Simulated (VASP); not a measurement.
# SnTe (Fm-3m) in VASP: further runs, part 2 of 2

VASP 6.6.1. The steps go on from the part before.

## (3) Single point, LDA (volume scaled by 0.99)

INCAR

```
  ALGO = Normal
  EDIFF = 1E-6
  ENCUT = 520
  ISIF = 2
  ISMEAR = -1
  LASPH = T
  LCHARG = F
  LREAL = F
  LWAVE = F
  NBANDS = 17
  NELM = 60
  PREC = Accurate
  SIGMA = 0.08
```

KPOINTS

```
k-points
0
Gamma
  11 11 11
```

POSCAR

```
SnTe
1.0
    0.0000000000      3.1459430650      3.1459430650
    3.1459430650      0.0000000000      3.1459430650
    3.1459430650      3.1459430650      0.0000000000
Sn Te
1 1
Direct
    0.0000000000      0.0000000000      0.0000000000
    0.5000000000      0.5000000000      0.5000000000
```

Potentials or basis: VASP PAW LDA potentials, release 64 (Sn_d, Te).

Launch:

```sh
cat potpaw_LDA.64/Sn_d/POTCAR potpaw_LDA.64/Te/POTCAR > POTCAR
mpirun -np 1 vasp_std > vasp.out
```

OUTCAR:

```text
EDIFF = 1E-6
   ENCUT = 520
   ISIF = 2
   ISMEAR = -1
   LASPH = T
   LREAL = F
   NELM = 60
   PREC = Accurate

 ion  position               nearest neighbor table
   1  0.000  0.000  0.000-   2 3.15   2 3.15   2 3.15   2 3.15   2 3.15   2 3.15
   2  0.500  0.500  0.500-   1 3.15   1 3.15   1 3.15   1 3.15   1 3.15   1 3.15

  LATTYP: Found a face centered cubic cell.
 ALAT       =     6.2918861300

  Lattice vectors:

 A1 = (   0.0000000000,   3.1459430650,   3.1459430650)
 A2 = (   3.1459430650,   0.0000000000,   3.1459430650)
 A3 = (   3.1459430650,   3.1459430650,   0.0000000000)

Analysis of symmetry for initial positions (statically):
=====================================================================
 Subroutine PRICEL returns:
 Original cell was already a primitive cell.

 Routine SETGRP: Setting up the symmetry group for a
 face centered cubic supercell.

 Subroutine GETGRP returns: Found 48 space group operations
 (whereof 48 operations were pure point group operations)
 out of a pool of 48 trial point group operations.

The static configuration has the point symmetry O_h .
[... 158 lines left out ...]

  energy without entropy =       -8.82563521  energy(sigma->0) =       -8.82654341

 E-fermi :   6.7772     XC(G=0):  -9.7595

 val. band max:        6.6041550331   @ k =   0.4545   0.0000   0.0000
 cond. band min:       7.0349042190   @ k =   0.4545   0.0000   0.0000
 fundamental gap:      0.4307491860
 Fermi energy:         6.7771970271

 k-point     1 :       0.0000    0.0000    0.0000
  band No.  band energies     occupation
      1     -14.9959      2.00000
      2     -14.9959      2.00000
      3     -14.9866      2.00000
      4     -14.9866      2.00000
      5     -14.9866      2.00000
      6      -6.0571      2.00000
[... 457 lines left out ...]
      4     -14.9831      2.00000
      5     -14.9817      2.00000
      6      -5.3615      2.00000
[... 9 lines left out ...]
     16      14.6630      0.00000
     17      14.8199      0.00000

 [... further k-points ...]

------------------------ aborting loop because EDIFF is reached ----------------------------------------

  FORCE on cell =-STRESS in cart. coord.  units (eV):
  Direction    XX          YY          ZZ          XY          YZ          ZX
  --------------------------------------------------------------------------------------
  -------------------------------------------------------------------------------------
  Total       -0.4867728     -0.4867728     -0.4867728      0.0000000      0.0000000     -0.0000000
  in kB      -12.5243243    -12.5243243    -12.5243243      0.0000000      0.0000000     -0.0000000
  external PRESSURE =     -12.5243243 kB  Pullay stress =       0.0000000 kB

 VOLUME and BASIS-vectors are now :
 -----------------------------------------------------------------------------
  energy-cutoff  :      520.00
  volume of cell :       62.27
      direct lattice vectors                 reciprocal lattice vectors
     0.000000000  3.145943065  3.145943065    -0.158934853  0.158934853  0.158934853
     3.145943065  0.000000000  3.145943065     0.158934853 -0.158934853  0.158934853
     3.145943065  3.145943065  0.000000000     0.158934853  0.158934853 -0.158934853

 POSITION                                       TOTAL-FORCE (eV/Angst)
 -----------------------------------------------------------------------------------
      0.00000      0.00000      0.00000         0.000000      0.000000      0.000000
      3.14594      3.14594      3.14594        -0.000000     -0.000000     -0.000000
 -----------------------------------------------------------------------------------
    total drift:                               -0.000000      0.000000      0.000000

  FREE ENERGIE OF THE ION-ELECTRON SYSTEM (eV)
  ---------------------------------------------------
  free  energy   TOTEN  =        -8.8274516011 eV

  energy  without entropy=       -8.8256352116  energy(sigma->0) =       -8.82654341
```

OSZICAR:

```text
N       E                     dE             d eps       ncg     rms          rms(c)
DAV:   1     0.124238059242E+03    0.12424E+03   -0.96186E+03  1937   0.136E+03
DAV:   2     0.309670010102E+01   -0.12114E+03   -0.11785E+03  2027   0.332E+02
DAV:   3    -0.854169762185E+01   -0.11638E+02   -0.11526E+02  2391   0.902E+01
DAV:   4    -0.887770501104E+01   -0.33601E+00   -0.33583E+00  2232   0.160E+01
DAV:   5    -0.889069660225E+01   -0.12992E-01   -0.12991E-01  2780   0.305E+00    0.462E+00
DAV:   6    -0.883262946273E+01    0.58067E-01   -0.12007E-01  2661   0.237E+00    0.293E+00
DAV:   7    -0.882833890670E+01    0.42906E-02   -0.41873E-02  2487   0.102E+00    0.753E-01
DAV:   8    -0.882745361953E+01    0.88529E-03   -0.64486E-03  2463   0.628E-01    0.144E-01
DAV:   9    -0.882747348766E+01   -0.19868E-04   -0.64574E-04  2733   0.212E-01    0.470E-02
DAV:  10    -0.882745313792E+01    0.20350E-04   -0.60963E-05  2537   0.634E-02    0.266E-02
DAV:  11    -0.882745189459E+01    0.12433E-05   -0.31200E-05  2514   0.399E-02    0.210E-02
DAV:  12    -0.882745160112E+01    0.29347E-06   -0.27683E-06  1981   0.109E-02
   1 F= -.88274516E+01 E0= -.88265434E+01  d E =-.181639E-02
```

stdout:

```text
POSCAR found type information on POSCAR SnTe
 POSCAR found :  2 types and       2 ions
 scaLAPACK will be used
 LDA part: xc-table for (Slater(with rela. corr.)+CA(PZ))
 , standard interpolation
 POSCAR, INCAR and KPOINTS ok, starting setup
 FFT: planning ... GRIDC
 FFT: planning ... GRID_SOFT
 FFT: planning ... GRID
 WAVECAR not read
 entering main loop
```

Run time: 50 s. Hardware: 1 thread of Intel Xeon 6975P-C, shared host; peak memory 0.21 GiB.

What came out:

- Free energy: -8.8275 eV
- Pressure: -1.3 GPa

Caveat: this odd mesh misses L, where the gap lies, so gap, dielectric constants and Born charges aren't listed; spin-orbit coupling is left out, which moves the levels of the heavy elements.

## (4) Single point, LDA (volume scaled by 1.02)

INCAR

```
SYSTEM = SnTe
PREC = Accurate ; ENCUT = 520
EDIFF = 1E-6 ; ISMEAR = -1
SIGMA = 0.08 ; LREAL = .False.
LASPH = .True. ; NELM = 60
ALGO = Normal ; ISIF = 2
LWAVE = .False. ; LCHARG = .False.
NBANDS = 17
```

KPOINTS

```
regular mesh
0
Gamma
  11 11 11
  0 0 0
```

POSCAR

```
SnTe
1.0
    0.0000000000      3.1774045827      3.1774045827
    3.1774045827      0.0000000000      3.1774045827
    3.1774045827      3.1774045827      0.0000000000
Sn Te
1 1
Direct
    0.0000000000      0.0000000000      0.0000000000
    0.5000000000      0.5000000000      0.5000000000
```

Launch:

```sh
cat potpaw_LDA.64/Sn_d/POTCAR potpaw_LDA.64/Te/POTCAR > POTCAR
mpirun -np 1 vasp_std > vasp.out
```

Run time: 66 s. Hardware: 1 thread of Intel Xeon 6975P-C, shared host; peak memory 0.21 GiB.

It converged, with:

```yaml
Free_energy: -8.8057 eV
Pressure: -2.5 GPa
```

Levels at points of the mesh, in eV from the Fermi level:
```tsv
k point	band 7	band 8	band 9	band 10	band 11	band 12	band 13	band 14
(0.00, 0.00, 0.00)	-4.86	-2.02	-2.02	-2.02	3.26	3.26	3.26	4.85
```

Caveat: this odd mesh misses L, where the gap lies, so gap, dielectric constants and Born charges aren't listed; spin-orbit coupling is left out, which moves the levels of the heavy elements.

## (5) Single point, LDA (volume scaled by 1.06)

INCAR

```
PREC = Accurate
ENCUT = 520
EDIFF = 1E-6
ISMEAR = -1
SIGMA = 0.08
LREAL = F
LASPH = T
NELM = 80
ALGO = Normal
ISIF = 2
LWAVE = F
LCHARG = F
NBANDS = 17
```

KPOINTS

```
Automatic mesh
0
Gamma
  11 11 11
```

POSCAR

```
SnTe
1.0
    0.0000000000      3.2184078740      3.2184078740
    3.2184078740      0.0000000000      3.2184078740
    3.2184078740      3.2184078740      0.0000000000
Sn Te
1 1
Direct
    0.0000000000      0.0000000000      0.0000000000
    0.5000000000      0.5000000000      0.5000000000
```

Launch:

```sh
cat potpaw_LDA.64/Sn_d/POTCAR potpaw_LDA.64/Te/POTCAR > POTCAR
mpirun -np 1 vasp_std > vasp.out
```

Wall time 59 s (1 thread of Intel Xeon 6975P-C, shared host); peak memory 0.21 GiB.

Results (log left out):

- Free energy: -8.7560 eV
- Pressure: -3.9 GPa

Levels at points of the mesh, in eV from the Fermi level:
```
           k point  band 8  band 9  band 10  band 11  band 12  band 13
(0.00, 0.00, 0.00)   -1.90   -1.90    -1.90     3.20     3.20     3.20
```

Caveat: this odd mesh misses L, where the gap lies, so gap, dielectric constants and Born charges aren't listed; spin-orbit coupling is left out, which moves the levels of the heavy elements.

## (6) Summary

```tsv
cell	pressure (GPa)
a = 4.404 Å, angles 60.0°, 2 atoms	0.2
a = 4.449 Å, angles 60.0°, 2 atoms	-1.3
a = 4.494 Å, angles 60.0°, 2 atoms	-2.5
a = 4.552 Å, angles 60.0°, 2 atoms	-3.9
```

Alike in all rows: task single point; level LDA; potentials or basis VASP PAW LDA potentials, release 64 (Sn_d, Te); no spin polarisation; k mesh 11 × 11 × 11; cutoff (eV) 520; smearing fermi-dirac 0.08 eV.

Caveats: spin-orbit coupling is left out, which moves the levels of the heavy elements.

Total energies depend on the potentials used, so only differences within one code and one set of settings carry meaning.
